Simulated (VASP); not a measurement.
# Mo (P6/mmm) in VASP: further runs

The runs below take Mo through single point, with PBEsol.

Everything below comes from runs of VASP 6.6.1. Logs are shortened: lines on timing, memory, paths and dates and some standing lists are left out, and cuts for length are marked.

## Step 1: The cell of the first run

Symmetry: P6/mmm, No. 191, hexagonal system. The conventional cell has a = 2.736 Å, b = 2.736 Å, c = 2.555 Å, α = 90.00°, β = 90.00°, γ = 120.00°. Mo (site symmetry 6/mmm) has 8 Mo at 2.56 to 2.74 Å within 3.4 Å.

## Step 2: Single point, PBEsol

INCAR

```
ALGO = Normal ; EDIFF = 1E-6
ENCUT = 520 ; GGA = PS
ISIF = 2 ; ISMEAR = 1
LASPH = T ; LCHARG = T
LELF = T ; LREAL = F
LVHAR = T ; LWAVE = F
NBANDS = 13 ; NELM = 80
PREC = Accurate ; SIGMA = 0.05
```

KPOINTS

```
k-points
0
Gamma
  12 12 11
```

POSCAR

```
Mo
1.0
    2.7355100000      0.0000000000      0.0000000000
   -1.3677600000      2.3690200000      0.0000000000
    0.0000000000      0.0000000000      2.5551800000
Mo
1
Direct
    0.0000000000      0.0000000000      0.5000000000
```

Potentials or basis: VASP PAW PBE potentials, release 64 (Mo_sv).

Launch:

```console
$ cat potpaw_PBE.64/Mo_sv/POTCAR > POTCAR
$ mpirun -np 1 vasp_std > vasp.out
```

OUTCAR:

```text
EDIFF = 1E-6
   ENCUT = 520
   GGA = PS
   ISIF = 2
   ISMEAR = 1
   LASPH = T
   LREAL = F
   NELM = 80
   PREC = Accurate

 ion  position               nearest neighbor table
   1  0.000  0.000  0.500-

  LATTYP: Found a hexagonal cell.
 ALAT       =     2.7355100000
 C/A-ratio  =     0.9340781061

  Lattice vectors:

 A1 = (   2.7355100000,   0.0000000000,   0.0000000000)
 A2 = (  -1.3677600000,   2.3690200000,   0.0000000000)
 A3 = (   0.0000000000,   0.0000000000,   2.5551800000)

Analysis of symmetry for initial positions (statically):
=====================================================================
 Subroutine PRICEL returns:
 Original cell was already a primitive cell.

 Routine SETGRP: Setting up the symmetry group for a
 hexagonal supercell.

 Subroutine GETGRP returns: Found 24 space group operations
 (whereof 24 operations were pure point group operations)
 out of a pool of 24 trial point group operations.

The static configuration has the point symmetry D_6h.

Analysis of symmetry for dynamics (positions and initial velocities):
=====================================================================
 Subroutine PRICEL returns:
 Original cell was already a primitive cell.

 Routine SETGRP: Setting up the symmetry group for a
 hexagonal supercell.

 Subroutine GETGRP returns: Found 24 space group operations
 (whereof 24 operations were pure point group operations)
 out of a pool of 24 trial point group operations.

The dynamic configuration has the point symmetry D_6h.

 Subroutine INISYM returns: Found 24 space group operations
 (whereof 24 operations are pure point group operations),
 and found     1 'primitive' translations

----------------------------------------------------------------------------------------

                                     Primitive cell

  volume of cell :      16.5588

  direct lattice vectors                    reciprocal lattice vectors
     2.735510000  0.000000000  0.000000000     0.365562546  0.211058509  0.000000000
    -1.367760000  2.369020000  0.000000000     0.000000000  0.422115474  0.000000000
     0.000000000  0.000000000  2.555180000     0.000000000  0.000000000  0.391361861

  length of vectors
     2.735510000  2.735511502  2.555180000     0.422115706  0.422115474  0.391361861

  position of ions in fractional coordinates (direct lattice)
     0.000000000  0.000000000  0.500000000

  ion indices of the primitive-cell ions
   primitive index   ion index
                 1           1

----------------------------------------------------------------------------------------

 KPOINTS: k-points

Automatic generation of k-mesh.
 Grid dimensions read from file:
 generate k-points for:   12   12   11

 Generating k-lattice:

  Cartesian coordinates                     Fractional coordinates (reciprocal lattice)
     0.030463545  0.017588209  0.000000000     0.083333333  0.000000000  0.000000000
     0.000000000  0.035176289  0.000000000     0.000000000  0.083333333  0.000000000
     0.000000000  0.000000000  0.035578351     0.000000000  0.000000000  0.090909091

  Length of vectors
     0.035176309  0.035176289  0.035578351

  Shift w.r.t. Gamma in fractional coordinates (k-lattice)
     0.000000000  0.000000000  0.000000000

 Subroutine IBZKPT returns following result:
 ===========================================

 Found    114 irreducible k-points:

 Following reciprocal coordinates:
            Coordinates               Weight
  0.000000  0.000000  0.000000      1.000000
  0.083333 -0.000000  0.000000      6.000000
  0.166667 -0.000000  0.000000      6.000000
  0.250000 -0.000000  0.000000      6.000000
  0.333333 -0.000000  0.000000      6.000000
  0.416667 -0.000000  0.000000      6.000000
[... 16 lines left out ...]
  0.250000 -0.000000  0.090909     12.000000
  0.333333 -0.000000  0.090909     12.000000
 [... further k-points ...]
   k-points           NKPTS =    114   k-points in BZ     NKDIM =    114   number of bands    NBANDS=     13
   number of dos      NEDOS =    301   number of ions     NIONS =      1
   total plane-waves  NPLWV =   8000
   dimension x,y,z NGX =    20 NGY =   20 NGZ =   20
   dimension x,y,z NGXF=    40 NGYF=   40 NGZF=   40
   ions per type =               1
   NGX,Y,Z   is equivalent  to a cutoff of  12.15, 12.15, 13.01 a.u.
   NGXF,Y,Z  is equivalent  to a cutoff of  24.31, 24.31, 26.02 a.u.
 SYSTEM =  unknown system
   PREC   = accura    normal or accurate (medium, high low for compatibility)
   ISTART =      0    job   : 0-new  1-cont  2-samecut
   ICHARG =      2    charge: 1-file 2-atom 10-const
   ISPIN  =      1    spin polarized calculation?
   LNONCOLLINEAR =      F non collinear calculations
   LSORBIT =      F    spin-orbit coupling
   LASPH  =      T    aspherical Exc in radial PAW
   ENCUT  =  520.0 eV  38.22 Ry    6.18 a.u.   5.09  5.09  4.75*2*pi/ulx,y,z
   NELM   =     80;   NELMIN=  2; NELMDL= -5     # of ELM steps
   EDIFF  = 0.1E-05   stopping-criterion for ELM
   LREAL  =      F    real-space projection
   EDIFFG = 0.1E-04   stopping-criterion for IOM
   NSW    =      0    number of steps for IOM
   IBRION =     -1    ionic relax: 0-MD 1-quasi-New 2-CG
   NFREE  =      0    steps in history (QN), initial steepest desc. (CG)
   ISIF   =      2    stress and relaxation
   ISYM   =      2    0-nonsym 1-usesym 2-fastsym
   POTIM  = 0.5000    time-step for ionic-motion
   TEBEG  =    0.0;   TEEND  =   0.0 temperature during run
   PSTRESS=    0.0 pullay stress
   NELECT =      14.0000    total number of electrons
   NUPDOWN=      -1.0000    fix difference up-down
   EMIN   =  10.00;   EMAX   =-10.00  energy-range for DOS
   EFERMI =   0.00;   METHOD = LEGACY
   ISMEAR =     1;   SIGMA  =   0.05  broadening in eV -4-tet -1-fermi 0-gaus
   EFERMI_NEDOS =   21; number of points for ismear=-14 and -15
   IALGO  =     38    algorithm
   IMIX   =      4    mixing-type and parameters
     AMIX     =   0.40;   BMIX     =  1.00
     AMIX_MAG =   1.60;   BMIX_MAG =  1.00
  volume/ion in A,a.u.               =      16.56       111.74
  Fermi-wavevector in a.u.,A,eV,Ry     =   1.548013  2.925321 32.604252  2.396345
  Thomas-Fermi vector in A             =   2.653024
   LORBIT       =      0    0 simple, 1 ext, 2 COOP (PROOUT), +10 PAW based schemes
   GGA     = PS    functional components
   LHFCALC =     F    Hartree Fock is set to
   AEXX    =    0.0000 exact exchange contribution
   IVDW    =     0    specifies the selected vdW correction
   LEPSILON=     F    determine dielectric tensor
   LRPA    =     F    only Hartree local field effects (RPA)
 non-spin polarized calculation
 Methfessel and Paxton  Order N= 1 SIGMA  =   0.05
  energy-cutoff  :      520.00
  volume of cell :       16.56
 maximum number of plane-waves:       460
   NGX = 11   NGY = 11   NGZ =  9

 number of electron      14.0000000 magnetization

 Free energy of the ion-electron system (eV)
  ---------------------------------------------------
  ext. energy  EPLUGINS =         0.00000000
  ---------------------------------------------------
  free energy    TOTEN  =       -10.86014259 eV

  energy without entropy =      -10.86013951  energy(sigma->0) =      -10.86014156

 E-fermi :  11.4895     XC(G=0): -13.1166

 val. band max:       11.4702822543   @ k =   0.5000  -0.0000   0.3636
 cond. band min:      11.4897956935   @ k =   0.2500   0.1667   0.3636
 fundamental gap:      0.0195134392
 Fermi energy:        11.4894913513

 k-point     1 :       0.0000    0.0000    0.0000
  band No.  band energies     occupation
      1     -49.5100      2.00000
      2     -22.8034      2.00000
      3     -22.8034      2.00000
      4     -22.7702      2.00000
      5       4.6084      2.00000
      6       7.0982      2.00000
      7      10.5396      2.00000
      8      10.5397      2.00000
      9      15.5522      0.00000
     10      15.5522      0.00000
     11      24.4356      0.00000
     12      27.1669      0.00000
     13      31.9400      0.00000

 k-point     2 :       0.0833   -0.0000    0.0000
  band No.  band energies     occupation
      1     -49.4952      2.00000
      2     -22.9024      2.00000
      3     -22.8255      2.00000
      4     -22.7598      2.00000
      5       4.8773      2.00000
      6       7.2163      2.00000
      7      10.2761      2.00000
      8      10.7903      2.00000
      9      15.2594      0.00000
     10      15.5040      0.00000
     11      25.0490      0.00000
     12      27.7112      0.00000
     13      30.5653      0.00000

 k-point     3 :       0.1667   -0.0000    0.0000
  band No.  band energies     occupation
      1     -49.4544      2.00000
      2     -23.1678      2.00000
      3     -22.8855      2.00000
      4     -22.7314      2.00000
      5       5.5822      2.00000
      6       7.5332      2.00000
      7       9.7435      2.00000
      8      11.5193      0.16314
      9      14.5512      0.00000
     10      15.3747      0.00000
     11      26.3476      0.00000
     12      28.5677      0.00000
     13      29.1257      0.00000
[... 305 lines left out ...]
 k-point    23 :       0.2500   -0.0000    0.0909
  band No.  band energies     occupation
      1     -49.3798      2.00000
      2     -23.5031      2.00000
      3     -22.9531      2.00000
      4     -22.8344      2.00000
      5       6.6204      2.00000
      6       8.0452      2.00000
      7       9.7342      2.00000
      8      12.6908      0.00000
      9      13.4376      0.00000
     10      14.8235      0.00000
     11      25.8152      0.00000
     12      28.4434      0.00000
     13      29.1749      0.00000

 k-point    24 :       0.3333   -0.0000    0.0909
  band No.  band energies     occupation
      1     -49.3231      2.00000
      2     -23.8412      2.00000
      3     -23.0326      2.00000
      4     -22.7928      2.00000
      5       6.9035      2.00000
      6       8.1860      2.00000
      7      10.4008      2.00000
      8      13.0960      0.00000
      9      14.0127      0.00000
     10      14.6766      0.00000
     11      23.8822      0.00000
     12      27.5379      0.00000
     13      28.7968      0.00000

 [... further k-points ...]
[... 5 lines left out ...]
  --------------------------------------------------------------------------------------
  -------------------------------------------------------------------------------------
  Total       -0.1175261     -0.1175260     -1.0592832      0.0000002     -0.0000000      0.0000000
  in kB      -11.3714618    -11.3714508   -102.4929865      0.0000240     -0.0000000      0.0000000
  external PRESSURE =     -41.7452997 kB  Pullay stress =       0.0000000 kB

 VOLUME and BASIS-vectors are now :
 -----------------------------------------------------------------------------
  energy-cutoff  :      520.00
  volume of cell :       16.56
      direct lattice vectors                 reciprocal lattice vectors
     2.735510000  0.000000000  0.000000000     0.365562546  0.211058509  0.000000000
    -1.367760000  2.369020000  0.000000000     0.000000000  0.422115474  0.000000000
     0.000000000  0.000000000  2.555180000     0.000000000  0.000000000  0.391361861

 POSITION                                       TOTAL-FORCE (eV/Angst)
 -----------------------------------------------------------------------------------
      0.00000      0.00000      1.27759        -0.000000      0.000000      0.000000
 -----------------------------------------------------------------------------------
    total drift:                               -0.000000      0.000000     -0.000000

  FREE ENERGIE OF THE ION-ELECTRON SYSTEM (eV)
  ---------------------------------------------------
  free  energy   TOTEN  =       -10.8601425883 eV

  energy  without entropy=      -10.8601395067  energy(sigma->0) =      -10.86014156
```

Wall time 7.8 s (1 thread of Intel Xeon 6975P-C (Granite Rapids), shared host); peak memory 0.14 GiB.

Results:

- Free energy: -10.8601 eV
- Pressure: -4.2 GPa
- Band gap on the k mesh: zero (band 7 reaches 12.41 eV, above the bottom of band 8 at 10.54 eV)

Levels at points of the mesh, in eV from the Fermi level:
```tsv
k point	band 3	band 4	band 5	band 6	band 7	band 8	band 9	band 10	band 11	band 12
(0.00, 0.00, 0.00)	-34.29	-34.26	-6.88	-4.39	-0.95	-0.95	4.06	4.06	12.95	15.68
(0.50, 0.00, 0.00)	-34.61	-34.10	-4.99	-3.21	0.92	0.98	3.39	4.39	10.10	13.36
```

Caveat: the PAW data sets were made with another functional, which shifts forces and pressure a little.

## Step 3: Single point, PBEsol

This run uses another cell than the first one, of 17.22 Å³/atom, 1.040 times its volume.

INCAR

```
SYSTEM = Mo
PREC     = Accurate       ! precision mode
ENCUT    = 520            ! plane-wave cutoff, eV
EDIFF    = 1E-7           ! SCF threshold, eV
ISMEAR   = 1              ! smearing method
SIGMA    = 0.05           ! smearing width, eV
LREAL    = .False.        ! projectors in reciprocal space
LASPH    = .True.         ! aspherical terms in the spheres
NELM     = 100            ! most SCF steps
ALGO     = Normal         ! electronic algorithm
ISIF     = 2              ! what is computed and relaxed
LWAVE    = .False.        ! write WAVECAR
LCHARG   = .False.        ! write CHGCAR
GGA      = PS             ! functional
NBANDS   = 13             ! bands
```

KPOINTS

```
Automatic mesh
0
Gamma
  12 12 11
  0 0 0
```

POSCAR

```
Mo
1.0
    2.7715076807      0.0000000000      0.0000000000
   -1.3857589062      2.4001948908      0.0000000000
    0.0000000000      0.0000000000      2.5888046455
Mo
1
Direct
    0.0000000000      0.0000000000      0.5000000000
```

Potentials or basis: VASP PAW PBE potentials, release 64 (Mo_sv).

Launch:

```console
$ cat potpaw_PBE.64/Mo_sv/POTCAR > POTCAR
$ mpirun -np 1 vasp_std > vasp.out
```

Wall time 8 s (1 thread of Intel Xeon 6975P-C (Granite Rapids), shared host); peak memory 0.14 GiB.

The run converged. Its results:

```
Free energy            : -10.8270 eV
Pressure               : -11.8 GPa
Band gap on the k mesh : zero (band 7 reaches 11.79 eV, above the bottom of band 8 at 10.02 eV)
```

Stress tensor (GPa, compression positive):
```
 -9.20   0.00   0.00
  0.00  -9.20   0.00
  0.00   0.00 -16.86
```

Levels at points of the mesh, in eV from the Fermi level:
```csv
k point,band 5,band 6,band 7,band 8,band 9,band 10
"(0.00, 0.00, 0.00)",-6.75,-4.19,-0.88,-0.88,3.83,3.83
"(0.50, 0.00, 0.00)",-4.76,-3.10,0.89,0.89,3.20,4.16
```

Caveat: the PAW data sets were made with another functional, which shifts forces and pressure a little.

[end of part 1 of 2]
